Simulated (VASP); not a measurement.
KZrN, 3 atoms in the cell. Symmetry: P-6m2, No. 187, hexagonal system. Conventional cell: a = 4.263 Å, b = 4.263 Å, c = 4.537 Å, α = 90.00°, β = 90.00°, γ = 120.00°. Within 4.6 Å of K (site symmetry -6m2) lie 6 Zr at 3.35 Å and 6 N at 3.35 Å and 8 K at 4.26 to 4.54 Å. Zr (site symmetry -6m2) has 3 N at 2.46 Å within 3.2 Å. N (site symmetry -6m2) has 3 Zr at 2.46 Å within 3.2 Å. The cell was built from a structure type or drawn by symmetry, and may not be a known phase.

| Quantity | Value |
| --- | --- |
| Program | VASP 6.6.1 |
| Task | relaxation of cell and atoms |
| Functional | PBE |
| Potentials or basis | VASP PAW PBE potentials, release 64 (K_sv, Zr_sv, N_h) |
| Cutoff | 910 eV |
| k mesh | 6 × 6 × 4 |
| Occupations | gaussian, width 0.1 eV |
| Spin | no spin polarisation |
| Dipole correction | no |
| Further INCAR settings | ALGO = Normal; EDIFF = 1e-07; IBRION = 2; EDIFFG = -0.04; NSW = 90; ISIF = 3 |

Potentials or basis: VASP PAW PBE potentials, release 64 (K_sv, Zr_sv, N_h).

Command:

```sh
$ cat potpaw_PBE.64/K_sv/POTCAR potpaw_PBE.64/Zr_sv/POTCAR potpaw_PBE.64/N_h/POTCAR > POTCAR
$ mpirun -np 1 vasp_std > vasp.out
```

Hardware: 1 thread of Intel(R) Xeon(R) Platinum 8559C (Emerald Rapids) (shared host).

Question: How long does it take, and how much memory?

Answer: Run time: 7.7 min on 1 thread of Intel(R) Xeon(R) Platinum 8559C (Emerald Rapids), with other jobs on the host, peak memory 0.33 GiB. Counts: scf iterations 127, k points 21, ion steps 11.
